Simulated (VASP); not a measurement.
Wanted: the native input for a VASP 6.6.1 run.

* Task: single point
* Functional: PBE
* Potentials or basis: VASP PAW PBE potentials, release 64 (Ga_d, Co)
* Cutoff: 520 eV
* k mesh: 8 × 8 × 8
* Occupations: fermi-dirac, width 0.05 eV
* Spin: collinear spin, ferromagnetic start
* Starting moments: [0.0, 3.0] μB
* Fixed moment: 3 μB
* Dipole correction: no
* Further INCAR settings: ALGO = Normal; EDIFF = 1e-07; NBANDS = 22

The structure of GaCo lies in POSCAR:

```
GaCo
1.0
    2.8780000000      0.0000000000      0.0000000000
    0.0000000000      2.8780000000      0.0000000000
    0.0000000000      0.0000000000      2.8780000000
Ga Co
1 1
Direct
    0.5000000000      0.5000000000      0.5000000000
    0.0000000000      0.0000000000      0.0000000000
```

These files were run (other wordings do the same):

INCAR

```
ALGO = Normal
EDIFF = 1E-7
ENCUT = 520
GGA = PE
ISIF = 2
ISMEAR = -1
ISPIN = 2
LASPH = True
LCHARG = False
LMAXMIX = 4
LORBIT = 11
LREAL = False
LWAVE = False
MAGMOM = 0 3
NBANDS = 22
NELM = 150
NUPDOWN = 3.0
PREC = Accurate
SIGMA = 0.05
```

KPOINTS

```
k-points
0
Gamma
  8 8 8
```

Potentials or basis: VASP PAW PBE potentials, release 64 (Ga_d, Co).

Launch:

```console
$ cat potpaw_PBE.64/Ga_d/POTCAR potpaw_PBE.64/Co/POTCAR > POTCAR
$ mpirun -np 1 vasp_std > vasp.out
```

Results of the run:

```json
{"Pressure": "36.9 GPa", "Net moment": "3.00 μB per cell", "Site moments": "Ga +0.37; Co +2.44 μB", "Valence electrons inside the program's atomic spheres": "Ga 11.94; Co 8.17"}
```

Caveat: the cell stands under pressure; the total moment is fixed, so each spin has its own Fermi level.

Run time: 36 s on 1 thread of Intel(R) Xeon(R) Platinum 8259CL CPU @ 2.50GHz (Skylake/Cascade Lake), on a shared host, peak memory 0.16 GiB.
